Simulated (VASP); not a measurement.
Here is a VASP 6.6.1 calculation.

INCAR

```
PREC = Accurate ; ENCUT = 520
EDIFF = 1E-6 ; ISMEAR = -1
SIGMA = 0.02 ; LREAL = False
LASPH = True ; NELM = 60
ALGO = Normal ; ISIF = 2
LWAVE = False ; LCHARG = True
GGA = CA ; LELF = True
LVHAR = True ; NBANDS = 11
```

The input KPOINTS:

```
regular mesh
0
Gamma
  8 8 8
```

Contents of POSCAR:

```
Ca
1.0
    0.0000000000      2.6645234208      2.6645234208
    2.6645234208      0.0000000000      2.6645234208
    2.6645234208      2.6645234208      0.0000000000
Ca
1
Direct
    0.0000000000      0.0000000000      0.0000000000
```

Potentials or basis: VASP PAW LDA potentials, release 64 (Ca_sv).

Launch:

```sh
$ cat potpaw_LDA.64/Ca_sv/POTCAR > POTCAR
$ mpirun -np 1 vasp_std > vasp.out
```

Problem. Predict the band gap on the k mesh.

Solution. Zero (bands 5 and 6 overlap by 0.13 eV).

Problem. Estimate the pressure.

Solution. 0.0 GPa.
